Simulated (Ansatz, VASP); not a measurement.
**Nb in VASP and in Ansatz**

```
Nb
1.0
    -1.62489    1.62489    1.62489
     1.62489   -1.62489    1.62489
     1.62489    1.62489   -1.62489
Nb
1
Direct
  0.00000 0.00000 0.00000
```

Alike in both runs: functional LDA; k mesh 16 × 16 × 16; occupations fermi-dirac, width 0.15 eV; no spin polarisation.

Ansatz relaxed the structure, and its values are those at the end. VASP's run is a single point on that final structure, the one shown.

```csv
,VASP,Ansatz
version,VASP 6.6.1,Ansatz 0.2.0
potentials or method,"VASP PAW LDA potentials, release 64 (Nb_sv), cutoff 520 eV","scalar-relativistic, plane waves, PAW"
valence electrons in the cell,13,13
```

```csv
,VASP,Ansatz,Ansatz less VASP
gap on the k mesh at the Fermi level (eV),none,none,-
pressure (GPa),-0.2,0.0,+0.15
```

Ansatz warns that its potentials were made for another functional, while VASP's fit it. LDA's correlation is that of Perdew and Zunger in VASP and of Perdew and Wang (1992) in Ansatz. A gap of «none» marks a metal or a gap that the smearing closes.
